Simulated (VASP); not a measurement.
# CoC3 (Pm-3m) in VASP: further runs

CoC3 is run at these levels: PBE; tasks: single point.

Program: VASP 6.6.1. These are calculated values, not measurements. Logs are shortened: lines on timing, memory, paths and dates and some standing lists are left out, and cuts for length are marked.

## 1. The cell of the first run

It takes space group Pm-3m (No. 221, cubic). The conventional cell has a = 3.116 Å, b = 3.116 Å, c = 3.116 Å, α = 90.00°, β = 90.00°, γ = 90.00°. Within 2.9 Å of Co (site symmetry m-3m) lie 12 C at 2.20 Å. Within 2.9 Å of C (site symmetry 4/mmm) lie 4 Co at 2.20 Å and 8 C at 2.20 Å.

## 2. Single point, PBE, collinear spin, ferromagnetic start

File INCAR:

```
SYSTEM = CoC3
  PREC = Accurate
  ENCUT = 520
  EDIFF = 1E-6
  ISMEAR = 0
  SIGMA = 0.1
  LREAL = .False.
  LASPH = .True.
  NELM = 150
  ALGO = Normal
  ISIF = 2
  LWAVE = .False.
  LCHARG = .False.
  ISPIN = 2
  MAGMOM = 0.15 0 0 0
  LORBIT = 11
  LMAXMIX = 4
  GGA = PE
  NBANDS = 22
```

File KPOINTS:

```
Automatic mesh
0
Gamma
  6 6 6
  0 0 0
```

File POSCAR:

```
CoC3
1.0
    3.1159933581      0.0000000000      0.0000000000
    0.0000000000      3.1159933581      0.0000000000
    0.0000000000      0.0000000000      3.1159933581
Co C
1 3
Direct
    0.0000000000      0.0000000000      0.0000000000
    0.0000000000      0.5000000000      0.5000000000
    0.5000000000      0.0000000000      0.5000000000
    0.5000000000      0.5000000000      0.0000000000
```

Potentials or basis: VASP PAW PBE potentials, release 64 (Co, C).

Launch:

```sh
> cat potpaw_PBE.64/Co/POTCAR potpaw_PBE.64/C/POTCAR > POTCAR
> mpirun -np 1 vasp_std > vasp.out
```

OUTCAR:

```text
SYSTEM = CoC3
   PREC = Accurate
   ENCUT = 520
   EDIFF = 1E-6
   ISMEAR = 0
   LREAL = .False.
   LASPH = .True.
   NELM = 150
   ISIF = 2
   ISPIN = 2
   LORBIT = 11
   GGA = PE

 ion  position               nearest neighbor table
   1  0.000  0.000  0.000-   2 2.20   3 2.20   4 2.20   2 2.20   3 2.20   2 2.20   4 2.20   2 2.20
                             3 2.20   4 2.20   3 2.20   4 2.20
   2  0.000  0.500  0.500-   1 2.20   1 2.20   1 2.20   1 2.20
   3  0.500  0.000  0.500-   1 2.20   1 2.20   1 2.20   1 2.20
   4  0.500  0.500  0.000-   1 2.20   1 2.20   1 2.20   1 2.20

  LATTYP: Found a simple cubic cell.
 ALAT       =     3.1159933581

  Lattice vectors:

 A1 = (   3.1159933581,   0.0000000000,   0.0000000000)
 A2 = (   0.0000000000,   3.1159933581,   0.0000000000)
 A3 = (   0.0000000000,   0.0000000000,   3.1159933581)

Analysis of symmetry for initial positions (statically):
=====================================================================
 Subroutine PRICEL returns:
 Original cell was already a primitive cell.

 Routine SETGRP: Setting up the symmetry group for a
 simple cubic supercell.

 Subroutine GETGRP returns: Found 48 space group operations
 (whereof 48 operations were pure point group operations)
 out of a pool of 48 trial point group operations.

The static configuration has the point symmetry O_h .

Analysis of symmetry for dynamics (positions and initial velocities):
=====================================================================
 Subroutine PRICEL returns:
 Original cell was already a primitive cell.

 Routine SETGRP: Setting up the symmetry group for a
 simple cubic supercell.

 Subroutine GETGRP returns: Found 48 space group operations
 (whereof 48 operations were pure point group operations)
 out of a pool of 48 trial point group operations.

The dynamic configuration has the point symmetry O_h .

Analysis of structural, dynamic, and magnetic symmetry:
=====================================================================
 Subroutine PRICEL returns:
 Original cell was already a primitive cell.

 Routine SETGRP: Setting up the symmetry group for a
 simple cubic supercell.

 Subroutine GETGRP returns: Found 48 space group operations
 (whereof 48 operations were pure point group operations)
 out of a pool of 48 trial point group operations.

The overall configuration has the point symmetry O_h .

 Subroutine INISYM returns: Found 48 space group operations
 (whereof 48 operations are pure point group operations),
 and found     1 'primitive' translations

----------------------------------------------------------------------------------------

                                     Primitive cell

  volume of cell :      30.2545

  direct lattice vectors                    reciprocal lattice vectors
     3.115993358  0.000000000  0.000000000     0.320924946  0.000000000  0.000000000
     0.000000000  3.115993358  0.000000000     0.000000000  0.320924946  0.000000000
     0.000000000  0.000000000  3.115993358     0.000000000  0.000000000  0.320924946

  length of vectors
     3.115993358  3.115993358  3.115993358     0.320924946  0.320924946  0.320924946

  position of ions in fractional coordinates (direct lattice)
     0.000000000  0.000000000  0.000000000
     0.000000000  0.500000000  0.500000000
     0.500000000  0.000000000  0.500000000
     0.500000000  0.500000000  0.000000000

  ion indices of the primitive-cell ions
   primitive index   ion index
                 1           1
                 2           2
                 3           3
                 4           4

----------------------------------------------------------------------------------------

 KPOINTS: Automatic mesh

Automatic generation of k-mesh.
 Grid dimensions read from file:
 generate k-points for:    6    6    6

 Generating k-lattice:

  Cartesian coordinates                     Fractional coordinates (reciprocal lattice)
     0.053487491  0.000000000  0.000000000     0.166666667  0.000000000  0.000000000
     0.000000000  0.053487491  0.000000000     0.000000000  0.166666667  0.000000000
     0.000000000  0.000000000  0.053487491     0.000000000  0.000000000  0.166666667

  Length of vectors
     0.053487491  0.053487491  0.053487491

  Shift w.r.t. Gamma in fractional coordinates (k-lattice)
     0.000000000  0.000000000  0.000000000

 Subroutine IBZKPT returns following result:
 ===========================================

 Found     20 irreducible k-points:

 Following reciprocal coordinates:
            Coordinates               Weight
  0.000000  0.000000  0.000000      1.000000
  0.166667  0.000000  0.000000      6.000000
  0.333333  0.000000  0.000000      6.000000
  0.500000  0.000000  0.000000      3.000000
  0.166667  0.166667  0.000000     12.000000
  0.333333  0.166667  0.000000     24.000000
[... 12 lines left out ...]
  0.500000  0.500000  0.333333      6.000000
  0.500000  0.500000  0.500000      1.000000
   k-points           NKPTS =     20   k-points in BZ     NKDIM =     20   number of bands    NBANDS=     22
   number of dos      NEDOS =    301   number of ions     NIONS =      4
   total plane-waves  NPLWV =  13824
   dimension x,y,z NGX =    24 NGY =   24 NGZ =   24
   dimension x,y,z NGXF=    48 NGYF=   48 NGZF=   48
   ions per type =               1   3
   NGX,Y,Z   is equivalent  to a cutoff of  12.80, 12.80, 12.80 a.u.
   NGXF,Y,Z  is equivalent  to a cutoff of  25.61, 25.61, 25.61 a.u.
 SYSTEM =  CoC3
   PREC   = accura    normal or accurate (medium, high low for compatibility)
   ISTART =      0    job   : 0-new  1-cont  2-samecut
   ICHARG =      2    charge: 1-file 2-atom 10-const
   ISPIN  =      2    spin polarized calculation?
   LNONCOLLINEAR =      F non collinear calculations
   LSORBIT =      F    spin-orbit coupling
   LASPH  =      T    aspherical Exc in radial PAW
   ENCUT  =  520.0 eV  38.22 Ry    6.18 a.u.   5.79  5.79  5.79*2*pi/ulx,y,z
   NELM   =    150;   NELMIN=  2; NELMDL= -5     # of ELM steps
   EDIFF  = 0.1E-05   stopping-criterion for ELM
   LREAL  =      F    real-space projection
   EDIFFG = 0.1E-04   stopping-criterion for IOM
   NSW    =      0    number of steps for IOM
   IBRION =     -1    ionic relax: 0-MD 1-quasi-New 2-CG
   NFREE  =      0    steps in history (QN), initial steepest desc. (CG)
   ISIF   =      2    stress and relaxation
   ISYM   =      2    0-nonsym 1-usesym 2-fastsym
   POTIM  = 0.5000    time-step for ionic-motion
   TEBEG  =    0.0;   TEEND  =   0.0 temperature during run
   PSTRESS=    0.0 pullay stress
   NELECT =      21.0000    total number of electrons
   NUPDOWN=      -1.0000    fix difference up-down
   EMIN   =  10.00;   EMAX   =-10.00  energy-range for DOS
   EFERMI =   0.00;   METHOD = LEGACY
   ISMEAR =     0;   SIGMA  =   0.10  broadening in eV -4-tet -1-fermi 0-gaus
   EFERMI_NEDOS =   21; number of points for ismear=-14 and -15
   IALGO  =     38    algorithm
   IMIX   =      4    mixing-type and parameters
     AMIX     =   0.40;   BMIX     =  1.00
     AMIX_MAG =   1.60;   BMIX_MAG =  1.00
  volume/ion in A,a.u.               =       7.56        51.04
  Fermi-wavevector in a.u.,A,eV,Ry     =   1.449500  2.739157 28.586505  2.101049
  Thomas-Fermi vector in A             =   2.567219
   LORBIT       =     11    0 simple, 1 ext, 2 COOP (PROOUT), +10 PAW based schemes
   GGA     = PE    functional components
   LHFCALC =     F    Hartree Fock is set to
   AEXX    =    0.0000 exact exchange contribution
   IVDW    =     0    specifies the selected vdW correction
   LEPSILON=     F    determine dielectric tensor
   LRPA    =     F    only Hartree local field effects (RPA)
 spin polarized calculation
 Gauss-broadening in eV      SIGMA  =   0.10
  energy-cutoff  :      520.00
  volume of cell :       30.25
 maximum number of plane-waves:       840
 NGX is ok and might be reduce to    24
   NGX = 11   NGY = 11   NGZ = 11

 number of electron      21.0000004 magnetization       0.0020167

 Free energy of the ion-electron system (eV)
  ---------------------------------------------------
  ext. energy  EPLUGINS =         0.00000000
  ---------------------------------------------------
  free energy    TOTEN  =       -22.99079211 eV

  energy without entropy =      -22.98335544  energy(sigma->0) =      -22.98707378

 E-fermi :   9.7039     XC(G=0): -13.3048

 val. band max:        9.6299420410   @ k =   0.5000   0.5000   0.5000
 cond. band min:       9.7155814961   @ k =   0.5000   0.5000   0.3333
 fundamental gap:      0.0856394551
 Fermi energy:         9.7038725005

 spin component 1

 k-point     1 :       0.0000    0.0000    0.0000
  band No.  band energies     occupation
      1      -7.9771      1.00000
      2       2.4206      1.00000
      3       2.4206      1.00000
      4       3.9740      1.00000
      5       3.9740      1.00000
      6       3.9740      1.00000
[... 473 lines left out ...]
      5       2.6150      1.00000
      6       2.6150      1.00000
[... 14 lines left out ...]
     21      30.2320      0.00000
     22      34.1358      0.00000
 Fermi energy:         9.7038725005

 spin component 2

 k-point     1 :       0.0000    0.0000    0.0000
  band No.  band energies     occupation
      1      -7.9773      1.00000
      2       2.4206      1.00000
      3       2.4206      1.00000
      4       3.9738      1.00000
      5       3.9738      1.00000
      6       3.9738      1.00000
[... 474 lines left out ...]
      6       2.6148      1.00000
[... 14 lines left out ...]
     21      30.2321      0.00000
     22      34.1356      0.00000

------------------------ aborting loop because EDIFF is reached ----------------------------------------

  FORCE on cell =-STRESS in cart. coord.  units (eV):
  Direction    XX          YY          ZZ          XY          YZ          ZX
  --------------------------------------------------------------------------------------
  -------------------------------------------------------------------------------------
  Total       -0.0875844     -0.0875844     -0.0875844      0.0000000      0.0000000      0.0000000
  in kB       -4.6381826     -4.6381826     -4.6381826      0.0000000      0.0000000      0.0000000
  external PRESSURE =      -4.6381826 kB  Pullay stress =       0.0000000 kB

 VOLUME and BASIS-vectors are now :
 -----------------------------------------------------------------------------
  energy-cutoff  :      520.00
  volume of cell :       30.25
      direct lattice vectors                 reciprocal lattice vectors
     3.115993358  0.000000000  0.000000000     0.320924946  0.000000000  0.000000000
     0.000000000  3.115993358  0.000000000     0.000000000  0.320924946  0.000000000
     0.000000000  0.000000000  3.115993358     0.000000000  0.000000000  0.320924946

 POSITION                                       TOTAL-FORCE (eV/Angst)
 -----------------------------------------------------------------------------------
      0.00000      0.00000      0.00000         0.000000      0.000000      0.000000
      0.00000      1.55800      1.55800         0.000000      0.000000      0.000000
      1.55800      0.00000      1.55800         0.000000      0.000000      0.000000
      1.55800      1.55800      0.00000         0.000000      0.000000      0.000000
 -----------------------------------------------------------------------------------
    total drift:                                0.000000     -0.000000     -0.000000

  FREE ENERGIE OF THE ION-ELECTRON SYSTEM (eV)
  ---------------------------------------------------
  free  energy   TOTEN  =       -22.9907921085 eV

  energy  without entropy=      -22.9833554431  energy(sigma->0) =      -22.98707378

 total charge

# of ion       s       p       d       tot
------------------------------------------
    1        0.381   0.527   7.468   8.375
    2        1.005   1.133   0.000   2.137
    3        1.005   1.133   0.000   2.137
    4        1.005   1.133   0.000   2.137
--------------------------------------------------
tot          3.394   3.925   7.468  14.787

 magnetization (x)

# of ion       s       p       d       tot
------------------------------------------
    1        0.000   0.000   0.002   0.002
    2        0.000  -0.000   0.000  -0.000
    3        0.000  -0.000   0.000  -0.000
    4        0.000  -0.000   0.000  -0.000
--------------------------------------------------
tot          0.000  -0.000   0.002   0.002
```

Wall time 16 s (1 thread of Intel Xeon Platinum 8488C (Sapphire Rapids), shared host); peak memory 0.15 GiB.

What came out:

| Item | Value |
| --- | --- |
| Free energy | -22.9908 eV |
| Pressure | -0.5 GPa |
| Net moment | 0.00 μB per cell |
| Valence electrons inside the program's atomic spheres | Co 8.38; C 2.14 |

## 3. Single point, PBE, collinear spin, ferromagnetic start

This run uses another cell than the first one, of 8.00 Å³/atom, 1.058 times its volume.

File INCAR:

```
PREC = Accurate ; ENCUT = 520
EDIFF = 1E-6 ; ISMEAR = 0
SIGMA = 0.1 ; LREAL = F
LASPH = T ; NELM = 150
ALGO = Normal ; ISIF = 2
LWAVE = F ; LCHARG = T
ISPIN = 2 ; MAGMOM = 3 0 0 0
LORBIT = 11 ; LMAXMIX = 4
GGA = PE ; LELF = T
LVHAR = T ; NBANDS = 22
```

File KPOINTS:

```
Automatic mesh
0
Gamma
  6 6 6
```

File POSCAR:

```
CoC3
1.0
    3.1747246029      0.0000000000      0.0000000000
    0.0000000000      3.1747246029      0.0000000000
    0.0000000000      0.0000000000      3.1747246029
Co C
1 3
Direct
    0.0000000000      0.0000000000      0.0000000000
    0.0000000000      0.5000000000      0.5000000000
    0.5000000000      0.0000000000      0.5000000000
    0.5000000000      0.5000000000      0.0000000000
```

Potentials or basis: VASP PAW PBE potentials, release 64 (Co, C).

Launch:

```sh
> cat potpaw_PBE.64/Co/POTCAR potpaw_PBE.64/C/POTCAR > POTCAR
> mpirun -np 1 vasp_std > vasp.out
```

Run time: 32 s. Hardware: 1 thread of Intel Xeon Platinum 8488C (Sapphire Rapids), shared host; peak memory 0.16 GiB.

It converged, with:

```
Free energy                                           : -22.9201 eV
Pressure                                              : -13.1 GPa
Net moment                                            : 0.78 μB per cell
Site moments                                          : Co +0.74; C +0.01 μB
Valence electrons inside the program's atomic spheres : Co 8.23; C 2.12
```

Levels at points of the mesh, in eV from the Fermi level:
Spin up:
```csv
k point,band 7,band 8,band 9,band 10,band 11,band 12,band 13,band 14,band 15,band 16
"(0.00, 0.00, 0.00)",-2.07,-2.07,-2.07,-0.53,-0.53,1.64,1.64,1.64,4.88,4.88
"(0.50, 0.00, 0.00)",-2.01,-1.69,-1.23,-1.23,0.18,0.18,1.03,1.13,2.84,4.68
"(0.50, 0.50, 0.00)",-1.78,-1.59,-1.10,-0.53,0.07,0.55,0.55,2.39,2.39,5.46
"(0.50, 0.50, 0.50)",-6.62,-1.37,-1.37,-0.58,-0.58,-0.58,3.40,5.41,5.41,5.41
```
Spin down:
```
           k point  band 8  band 9  band 10  band 11  band 12  band 13
(0.00, 0.00, 0.00)   -1.18   -1.18    -0.11    -0.11     1.62     1.62
(0.50, 0.00, 0.00)   -1.23   -1.23    -1.11     0.80     0.80     1.10
(0.50, 0.50, 0.00)   -1.10   -0.62    -0.44     0.55     0.55     0.65
(0.50, 0.50, 0.50)   -0.85   -0.85     0.32     0.32     0.32     3.56
```

(Part 1 of 2 ends here.)
